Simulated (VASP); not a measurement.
Crystal: As.

```
CELL_PARAMETERS angstrom
1.81500 -5.48000 0.00000
1.81500 5.48000 0.00000
0.00000 0.00000 4.45000
ATOMIC_POSITIONS crystal
As 0.09800 0.90200 0.91000
As 0.59800 0.40200 0.59000
As 0.90200 0.09800 0.09000
As 0.40200 0.59800 0.41000
```

- Program: VASP 6.6.1
- Task: relaxation of cell and atoms
- Functional: PBE
- Potentials or basis: VASP PAW PBE potentials, release 64 (As)
- Cutoff: 500 eV
- k mesh: 9 × 9 × 7
- Occupations: fermi-dirac, width 0.1 eV
- Spin: no spin polarisation

At the start: pressure 18.9 GPa; volume 22.13 Å³/atom.

Task: How do energy, volume and symmetry change on relaxing?

Result: Over 20 steps the energy falls by 348.9 meV/atom and the volume is 24.74 Å³/atom (+11.8 %); space group Cmce (No. 64, to 0.1 Å) before and after.

Step by step:
| step | energy change (eV) | largest force (eV/Å) | pressure (GPa) | volume (Å³) |
| --- | --- | --- | --- | --- |
| 1 | 0.0000 | 3.3269 | 18.90 | 88.52 |
| 2 | -0.2752 | 1.5578 | -9.31 | 126.36 |
| 3 | -1.3325 | 0.2662 | -1.48 | 105.69 |
| 4 | -1.3358 | 0.3287 | -0.95 | 104.92 |
| 5 | -1.3360 | 0.3621 | -0.71 | 104.57 |
| 6 | -1.3769 | 0.1578 | -0.51 | 103.27 |
| 7 | -1.3902 | 0.0864 | -0.33 | 102.11 |
| 8 | -1.3903 | 0.0975 | -0.31 | 102.02 |
| 9 | -1.3920 | 0.0618 | 0.13 | 101.11 |
| 10 | -1.3924 | 0.0358 | -0.01 | 101.39 |
| 11 | -1.3928 | 0.0251 | -0.06 | 101.31 |
| 12 | -1.3935 | 0.0216 | -0.23 | 101.07 |
| 13 | -1.3928 | 0.0886 | -0.57 | 100.58 |
| 14 | -1.3935 | 0.0375 | -0.32 | 100.94 |
| 15 | -1.3937 | 0.0359 | -0.31 | 100.87 |
| 16 | -1.3940 | 0.0310 | -0.28 | 100.65 |
| 17 | -1.3947 | 0.0215 | -0.21 | 100.22 |
| 18 | -1.3953 | 0.0077 | -0.06 | 99.35 |
| 19 | -1.3954 | 0.0112 | 0.00 | 99.01 |
| 20 | -1.3954 | 0.0083 | -0.01 | 98.98 |

Final structure:
```
CELL_PARAMETERS angstrom
1.85842 -5.73016 0.00000
1.85842 5.73016 0.00000
0.00000 0.00000 4.64736
ATOMIC_POSITIONS crystal
As 0.10582 0.89418 0.93234
As 0.60582 0.39418 0.56766
As 0.89418 0.10582 0.06766
As 0.39418 0.60582 0.43234
```
